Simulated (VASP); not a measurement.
# TaN (P-62m) in VASP: notebook

TaN is run at these levels: r2SCAN; tasks: single point.

Everything below comes from runs of VASP 6.6.1. Logs are shortened: lines on timing, memory, paths and dates and some standing lists are left out, and cuts for length are marked.

**1. The cell of the first run**

Symmetry: P-62m, No. 189, hexagonal system. The conventional cell has a = 5.200 Å, b = 5.200 Å, c = 2.881 Å, α = 90.00°, β = 90.00°, γ = 120.00°. Ta (site symmetry -6) has 6 N at 2.15 Å and 2 Ta at 2.88 Å within 2.9 Å. Ta (site symmetry -62m) has 3 N at 2.04 Å within 2.7 Å. N (site symmetry m2m) has 5 Ta at 2.04 to 2.15 Å within 2.7 Å.

**2. Single point, r2SCAN (strain along c alone, the other axes held: -1.0 %, then relaxed in part)**

POSCAR reads:

```
TaN
1.0
    5.1996298253      0.0000000000      0.0000000000
   -2.5998149126      4.5030115190      0.0000000000
    0.0000000000      0.0000000000      2.8812556809
Ta N
3 3
Direct
    0.3333333333      0.6666666667      0.5000000000
    0.6666666667      0.3333333333      0.5000000000
    0.0000000000      0.0000000000      0.0000000000
    0.3924063645      0.0000000000      0.0000000000
    0.6075936355      0.6075936355      0.0000000000
    0.0000000000      0.3924063645      0.0000000000
```

INCAR.step1 reads:

```
  ALGO = Normal
  EDIFF = 1E-4
  ENCUT = 520
  GGA = PE
  ISMEAR = 0
  LASPH = T
  LCHARG = F
  LREAL = F
  LWAVE = T
  NBANDS = 33
  NELM = 80
  PREC = Accurate
  SIGMA = 0.1
```

INCAR.step2 reads:

```
  ALGO = Normal
  EDIFF = 1E-7
  ENCUT = 520
  ISIF = 2
  ISMEAR = 0
  ISTART = 1
  LASPH = T
  LCHARG = T
  LELF = T
  LMIXTAU = T
  LREAL = F
  LVHAR = T
  LWAVE = F
  METAGGA = R2SCAN
  NBANDS = 33
  NELM = 80
  PREC = Accurate
  SIGMA = 0.1
```

KPOINTS reads:

```
k-points
0
Gamma
  12 12 12
```

Potentials or basis: VASP PAW PBE potentials, release 64 (Ta_pv, N).

Run with:

```sh
cat potpaw_PBE.64/Ta_pv/POTCAR potpaw_PBE.64/N/POTCAR > POTCAR
cp INCAR.step1 INCAR
mpirun -np 1 vasp_std > vasp.out
cp INCAR.step2 INCAR
mpirun -np 1 vasp_std > vasp.out
```

OUTCAR:

```text
EDIFF = 1E-7
   ENCUT = 520
   ISIF = 2
   ISMEAR = 0
   ISTART = 1
   LASPH = T
   LREAL = F
   METAGGA = R2SCAN
   NELM = 80
   PREC = Accurate

 ion  position               nearest neighbor table
   1  0.333  0.667  0.500-   4 2.15   4 2.15   6 2.15   6 2.15   5 2.15   5 2.15   2 3.00   2 3.00
                             2 3.00   3 3.33   3 3.33   3 3.33   3 3.33   3 3.33   3 3.33
   2  0.667  0.333  0.500-   6 2.15   6 2.15   4 2.15   4 2.15   5 2.15   5 2.15   1 3.00   1 3.00
                             1 3.00   3 3.33   3 3.33   3 3.33   3 3.33   3 3.33   3 3.33
   3  0.000  0.000  0.000-   6 2.04   4 2.04   5 2.04   2 3.33   1 3.33   1 3.33   2 3.33   1 3.33
                             1 3.33   2 3.33   2 3.33   2 3.33   2 3.33   1 3.33   1 3.33
   4  0.392  0.000  0.000-   3 2.04   1 2.15   1 2.15   2 2.15   2 2.15
   5  0.608  0.608  0.000-   3 2.04   2 2.15   2 2.15   1 2.15   1 2.15
   6  0.000  0.392  0.000-   3 2.04   2 2.15   2 2.15   1 2.15   1 2.15

  LATTYP: Found a hexagonal cell.
 ALAT       =     5.1996298253
 C/A-ratio  =     0.5541270778

  Lattice vectors:

 A1 = (   5.1996298253,   0.0000000000,   0.0000000000)
 A2 = (  -2.5998149126,   4.5030115190,   0.0000000000)
 A3 = (   0.0000000000,   0.0000000000,   2.8812556809)

Analysis of symmetry for initial positions (statically):
=====================================================================
 Subroutine PRICEL returns:
 Original cell was already a primitive cell.

 Routine SETGRP: Setting up the symmetry group for a
 hexagonal supercell.

 Subroutine GETGRP returns: Found 12 space group operations
 (whereof 12 operations were pure point group operations)
 out of a pool of 24 trial point group operations.

The static configuration has the point symmetry D_3h.

Analysis of symmetry for dynamics (positions and initial velocities):
=====================================================================
 Subroutine PRICEL returns:
 Original cell was already a primitive cell.

 Routine SETGRP: Setting up the symmetry group for a
 hexagonal supercell.

 Subroutine GETGRP returns: Found 12 space group operations
 (whereof 12 operations were pure point group operations)
 out of a pool of 24 trial point group operations.

The dynamic configuration has the point symmetry D_3h.

 Subroutine INISYM returns: Found 12 space group operations
 (whereof 12 operations are pure point group operations),
 and found     1 'primitive' translations

----------------------------------------------------------------------------------------
[... 100 lines left out ...]
   NELM   =     80;   NELMIN=  2; NELMDL=  0     # of ELM steps
   EDIFF  = 0.1E-06   stopping-criterion for ELM
   LREAL  =      F    real-space projection
   EDIFFG = 0.1E-05   stopping-criterion for IOM
   NSW    =      0    number of steps for IOM
   IBRION =     -1    ionic relax: 0-MD 1-quasi-New 2-CG
   NFREE  =      0    steps in history (QN), initial steepest desc. (CG)
   ISIF   =      2    stress and relaxation
   ISYM   =      2    0-nonsym 1-usesym 2-fastsym
   POTIM  = 0.5000    time-step for ionic-motion
   TEBEG  =    0.0;   TEEND  =   0.0 temperature during run
   PSTRESS=    0.0 pullay stress
   NELECT =      48.0000    total number of electrons
   NUPDOWN=      -1.0000    fix difference up-down
   EMIN   =  10.00;   EMAX   =-10.00  energy-range for DOS
   EFERMI =   0.00;   METHOD = LEGACY
   ISMEAR =     0;   SIGMA  =   0.10  broadening in eV -4-tet -1-fermi 0-gaus
   EFERMI_NEDOS =   21; number of points for ismear=-14 and -15
   IALGO  =     38    algorithm
   IMIX   =      4    mixing-type and parameters
     AMIX     =   0.40;   BMIX     =  1.00
     AMIX_MAG =   1.60;   BMIX_MAG =  1.00
  volume/ion in A,a.u.               =      11.24        75.88
  Fermi-wavevector in a.u.,A,eV,Ry     =   1.461513  2.761860 29.062338  2.136022
  Thomas-Fermi vector in A             =   2.577836
   LORBIT       =      0    0 simple, 1 ext, 2 COOP (PROOUT), +10 PAW based schemes
   METAGGA = R2SCAN    functional components
   LHFCALC =     F    Hartree Fock is set to
   AEXX    =    0.0000 exact exchange contribution
   IVDW    =     0    specifies the selected vdW correction
   LEPSILON=     F    determine dielectric tensor
   LRPA    =     F    only Hartree local field effects (RPA)
 non-spin polarized calculation
 Gauss-broadening in eV      SIGMA  =   0.10
  energy-cutoff  :      520.00
  volume of cell :       67.46
 maximum number of plane-waves:      1836
 NGX is ok and might be reduce to    40
   NGX = 19   NGY = 19   NGZ = 11

 number of electron      47.9999998 magnetization

 Free energy of the ion-electron system (eV)
  ---------------------------------------------------
  ext. energy  EPLUGINS =         0.00000000
  ---------------------------------------------------
  free energy    TOTEN  =      -181.28860295 eV

  energy without entropy =     -181.28627984  energy(sigma->0) =     -181.28744139

 E-fermi :   8.5112     XC(G=0): -14.0388

 val. band max:        8.4936093634   @ k =   0.1667   0.0000   0.0000
 cond. band min:       8.5272364364   @ k =   0.2500   0.0000   0.1667
 fundamental gap:      0.0336270729
 Fermi energy:         8.5112184523

 k-point     1 :       0.0000    0.0000    0.0000
  band No.  band energies     occupation
      1     -29.1728      2.00000
      2     -29.1728      2.00000
      3     -28.7987      2.00000
      4     -28.7987      2.00000
      5     -28.5827      2.00000
      6     -28.4712      2.00000
[... 853 lines left out ...]
     32      12.3261      0.00000
     33      12.5948      0.00000

 [... further k-points ...]
[... 5 lines left out ...]
  --------------------------------------------------------------------------------------
  -------------------------------------------------------------------------------------
  Total        1.4564589      1.4564589      3.6677264      0.0000000      0.0000000      0.0000000
  in kB       34.5900766     34.5900766     87.1064322      0.0000000      0.0000000      0.0000000
  external PRESSURE =      52.0955285 kB  Pullay stress =       0.0000000 kB

 VOLUME and BASIS-vectors are now :
 -----------------------------------------------------------------------------
  energy-cutoff  :      520.00
  volume of cell :       67.46
      direct lattice vectors                 reciprocal lattice vectors
     5.199629825  0.000000000  0.000000000     0.192321383  0.111036802  0.000000000
    -2.599814913  4.503011519  0.000000000     0.000000000  0.222073605  0.000000000
     0.000000000  0.000000000  2.881255681     0.000000000  0.000000000  0.347070899

 POSITION                                       TOTAL-FORCE (eV/Angst)
 -----------------------------------------------------------------------------------
     -0.00000      3.00201      1.44063        -0.000000      0.000000     -0.000000
      2.59981      1.50100      1.44063        -0.000000      0.000000     -0.000000
      0.00000      0.00000      0.00000        -0.000000      0.000000     -0.000000
      2.04037      0.00000      0.00000        -0.002285      0.000000      0.000000
      1.57963      2.73600      0.00000         0.001143      0.001979     -0.000000
     -1.02018      1.76701      0.00000         0.001143     -0.001979      0.000000
 -----------------------------------------------------------------------------------
    total drift:                                0.000003      0.000006      0.000000

  FREE ENERGIE OF THE ION-ELECTRON SYSTEM (eV)
  ---------------------------------------------------
  free  energy   TOTEN  =      -181.2886029507 eV

  energy  without entropy=     -181.2862798385  energy(sigma->0) =     -181.28744139
```

It took 6.8 min on 1 thread of Intel Xeon 6975P-C (Granite Rapids), shared host; peak memory 0.37 GiB.

Results:

- Free energy: -181.2886 eV
- Pressure: 5.2 GPa
- Band gap on the k mesh: zero (band 24 reaches 10.42 eV, above the bottom of band 25 at 7.12 eV)

Forces in eV/Å, atoms in the order of the input:
```
Ta   0.000  0.000  0.000
Ta   0.000  0.000  0.000
Ta   0.000  0.000  0.000
N   -0.002  0.000  0.000
N    0.001  0.002  0.000
N    0.001 -0.002  0.000
```

Stress tensor (GPa, compression positive):
```
3.46 0.00 0.00
0.00 3.46 0.00
0.00 0.00 8.71
```

Caveat: the cell differs from its parent crystal (strain along c alone, the other axes held: -1.0 %, then relaxed in part); the PAW data sets were made with another functional, which shifts forces and pressure a little; spin-orbit coupling is left out, which moves the levels of the heavy elements.

**3. Single point, r2SCAN (strain along c alone, the other axes held: +1.0 %, then relaxed in part)**

POSCAR, as its differences from that of step 2:

```diff
@@ -4,3 +4,3 @@
    -2.5998149126      4.5030115190      0.0000000000
-    0.0000000000      0.0000000000      2.8812556809
+    0.0000000000      0.0000000000      2.9394628663
 Ta N
```

INCAR.step1 reads:

```
SYSTEM = TaN
PREC     = Accurate       ! precision mode
ENCUT    = 520            ! plane-wave cutoff, eV
ISMEAR   = 0              ! smearing method
SIGMA    = 0.1            ! smearing width, eV
LREAL    = .False.        ! projectors in reciprocal space
LASPH    = .True.         ! aspherical terms in the spheres
NELM     = 60             ! most SCF steps
NBANDS   = 33             ! bands
GGA      = PE             ! functional
ALGO     = Normal         ! electronic algorithm
EDIFF    = 1E-4           ! SCF threshold, eV
LWAVE    = .True.         ! write WAVECAR
LCHARG   = .False.        ! write CHGCAR
```

INCAR.step2 reads:

```
SYSTEM = TaN
PREC     = Accurate       ! precision mode
ENCUT    = 520            ! plane-wave cutoff, eV
EDIFF    = 1E-6           ! SCF threshold, eV
ISMEAR   = 0              ! smearing method
SIGMA    = 0.1            ! smearing width, eV
LREAL    = .False.        ! projectors in reciprocal space
LASPH    = .True.         ! aspherical terms in the spheres
NELM     = 60             ! most SCF steps
ALGO     = Normal         ! electronic algorithm
ISIF     = 2              ! what is computed and relaxed
LWAVE    = .False.        ! write WAVECAR
LCHARG   = .False.        ! write CHGCAR
METAGGA  = R2SCAN         ! meta-GGA
LMIXTAU  = .True.       
NBANDS   = 33             ! bands
ISTART   = 1
```

KPOINTS reads:

```
Automatic mesh
0
Gamma
  12 12 12
  0 0 0
```

Potentials or basis: VASP PAW PBE potentials, release 64 (Ta_pv, N).

Run with:

```sh
cat potpaw_PBE.64/Ta_pv/POTCAR potpaw_PBE.64/N/POTCAR > POTCAR
cp INCAR.step1 INCAR
mpirun -np 1 vasp_std > vasp.out
cp INCAR.step2 INCAR
mpirun -np 1 vasp_std > vasp.out
```

Wall time 6.6 min (1 thread of Intel Xeon 6975P-C (Granite Rapids), shared host); peak memory 0.36 GiB.

The run converged. Its results:

```yaml
Free_energy: -181.3036 eV
Pressure: -1.8 GPa
Largest_force: 0.006 eV/Å
Band_gap_on_the_k_mesh: zero (band 24 reaches 10.03 eV, above the bottom of band 25 at 6.94 eV)
```

Forces on the atoms (eV/Å):
```
Ta   0.000  0.000  0.000
Ta   0.000  0.000  0.000
Ta   0.000  0.000  0.000
N    0.006  0.000  0.000
N   -0.003 -0.006  0.000
N   -0.003  0.006  0.000
```

Stress tensor (GPa, compression positive):
```
-0.11  0.00  0.00
 0.00 -0.11  0.00
 0.00  0.00 -5.25
```

Levels at points of the mesh, in eV from the Fermi level:
```
           k point  band 20  band 21  band 22  band 23  band 24  band 25  band 26  band 27  band 28  band 29
(0.00, 0.00, 0.00)    -5.26    -4.64    -3.67    -1.95    -0.99    -0.99     0.58     0.58     1.92     1.92
(0.50, 0.00, 0.00)    -4.94    -4.19    -4.11    -2.98    -2.73     1.19     1.82     2.00     2.45     2.45
(0.00, 0.00, 0.50)    -4.79    -4.66    -3.03    -3.03     1.76     1.97     1.97     2.38     2.38     3.30
(0.50, 0.00, 0.50)    -5.04    -4.26    -3.41    -2.21    -0.97     0.49     1.51     3.31     3.35     3.49
```

Caveat: the cell differs from its parent crystal (strain along c alone, the other axes held: +1.0 %, then relaxed in part); the PAW data sets were made with another functional, which shifts forces and pressure a little; spin-orbit coupling is left out, which moves the levels of the heavy elements.

**4. Single point, r2SCAN (strain along c alone, the other axes held: -3.0 %, then relaxed in part)**

POSCAR reads:

```
TaN
1.0
    5.1996298253      0.0000000000      0.0000000000
   -2.5998149126      4.5030115190      0.0000000000
    0.0000000000      0.0000000000      2.8230484954
Ta N
3 3
Direct
    0.3333333333      0.6666666667      0.5000000000
    0.6666666667      0.3333333333      0.5000000000
    0.0000000000      0.0000000000      0.0000000000
    0.3920947177      0.0000000000      0.0000000000
    0.6079052823      0.6079052823      0.0000000000
    0.0000000000      0.3920947177      0.0000000000
```

INCAR.step1 reads:

```
ALGO = Normal ; EDIFF = 1E-4
ENCUT = 520 ; GGA = PE
ISMEAR = 0 ; LASPH = True
LCHARG = False ; LREAL = False
LWAVE = True ; NBANDS = 33
NELM = 100 ; PREC = Accurate
SIGMA = 0.1
```

INCAR.step2 reads:

```
ALGO = Normal ; EDIFF = 1E-6
ENCUT = 520 ; ISIF = 2
ISMEAR = 0 ; ISTART = 1
LASPH = True ; LCHARG = False
LMIXTAU = True ; LREAL = False
LWAVE = False ; METAGGA = R2SCAN
NBANDS = 33 ; NELM = 100
PREC = Accurate ; SIGMA = 0.1
```

KPOINTS reads:

```
k-points
0
Gamma
  12 12 12
```

Run with:

```sh
cat potpaw_PBE.64/Ta_pv/POTCAR potpaw_PBE.64/N/POTCAR > POTCAR
cp INCAR.step1 INCAR
mpirun -np 1 vasp_std > vasp.out
cp INCAR.step2 INCAR
mpirun -np 1 vasp_std > vasp.out
```

Run time: 5.7 min. Hardware: 1 thread of Intel Xeon 6975P-C (Granite Rapids), shared host; peak memory 0.36 GiB.

The run converged. Its results:

| Quantity | Value |
| --- | --- |
| Free energy | -181.1460 eV |
| Pressure | 13.3 GPa |
| Band gap on the k mesh | zero (band 24 reaches 10.59 eV, above the bottom of band 25 at 7.30 eV) |

Forces in eV/Å, atoms in the order of the input:
```
Ta   0.000  0.000  0.000
Ta   0.000  0.000  0.000
Ta   0.000  0.000  0.000
N   -0.002  0.000  0.000
N    0.001  0.002  0.000
N    0.001 -0.002  0.000
```

Stress tensor (GPa, compression positive):
```
 7.50  0.00  0.00
 0.00  7.50  0.00
 0.00  0.00 24.84
```

Levels at points of the mesh, in eV from the Fermi level:
| k point | band 21 | band 22 | band 23 | band 24 | band 25 | band 26 | band 27 | band 28 |
| --- | --- | --- | --- | --- | --- | --- | --- | --- |
| (0.00, 0.00, 0.00) | -4.79 | -3.52 | -2.42 | -1.19 | -1.19 | 0.94 | 0.94 | 1.39 |
| (0.50, 0.00, 0.00) | -4.59 | -4.45 | -3.29 | -3.04 | 1.48 | 2.01 | 2.06 | 2.50 |
| (0.00, 0.00, 0.50) | -4.80 | -3.22 | -3.22 | 1.83 | 1.83 | 2.28 | 2.28 | 2.41 |
| (0.50, 0.00, 0.50) | -4.60 | -3.61 | -2.13 | -1.28 | 0.45 | 1.49 | 3.30 | 3.43 |

Caveat: the cell differs from its parent crystal (strain along c alone, the other axes held: -3.0 %, then relaxed in part); the PAW data sets were made with another functional, which shifts forces and pressure a little; spin-orbit coupling is left out, which moves the levels of the heavy elements.

**5. Overview**

```csv
cell,gap on the mesh (eV),pressure (GPa)
"a = 5.200, b = 5.200, c = 2.881 Å, angles 90.0, 90.0, 120.0°, 6 atoms",none,5.2
"a = 5.200, b = 5.200, c = 2.939 Å, angles 90.0, 90.0, 120.0°, 6 atoms",none,-1.8
"a = 5.200, b = 5.200, c = 2.823 Å, angles 90.0, 90.0, 120.0°, 6 atoms",none,13.3
```

Alike in all rows: task single point; level r2SCAN; potentials or basis VASP PAW PBE potentials, release 64 (Ta_pv, N); no spin polarisation; k mesh 12 × 12 × 12; cutoff (eV) 520; smearing gaussian 0.1 eV.

Caveats: the PAW data sets were made with another functional, which shifts forces and pressure a little; spin-orbit coupling is left out, which moves the levels of the heavy elements.

Absolute energies hang on the potentials; compare differences alone.
